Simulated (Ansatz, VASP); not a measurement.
One calculation of RbCl, two programs

```
Rb Cl
1.0
     0.00000    3.27400    3.27400
     3.27400    0.00000    3.27400
     3.27400    3.27400    0.00000
Rb Cl
1 1
Direct
  0.00000 0.00000 0.00000
  0.50000 0.50000 0.50000
```

Alike in both runs: functional PBEsol; k mesh 12 × 12 × 12; occupations fermi-dirac, width 0.08 eV; no spin polarisation.

Ansatz relaxed the structure, and its values are those at the end. VASP's run is a single point on that final structure, the one shown.

```csv
,VASP,Ansatz
version,VASP 6.6.1,Ansatz 0.2.0
potentials or method,"VASP PAW PBE potentials, release 64 (Rb_sv, Cl)","PAW with Ansatz's default frozen-core files, scalar-relativistic"
plane-wave cutoff (eV),500,420
valence electrons in the cell,16,16
```

```csv
,VASP,Ansatz,Ansatz less VASP
gap on the k mesh at the Fermi level (eV),4.89,4.89,+0.004
pressure (GPa),0.0,0.0,-0.01
```

VASP's potentials were made for PBE, not for PBEsol.
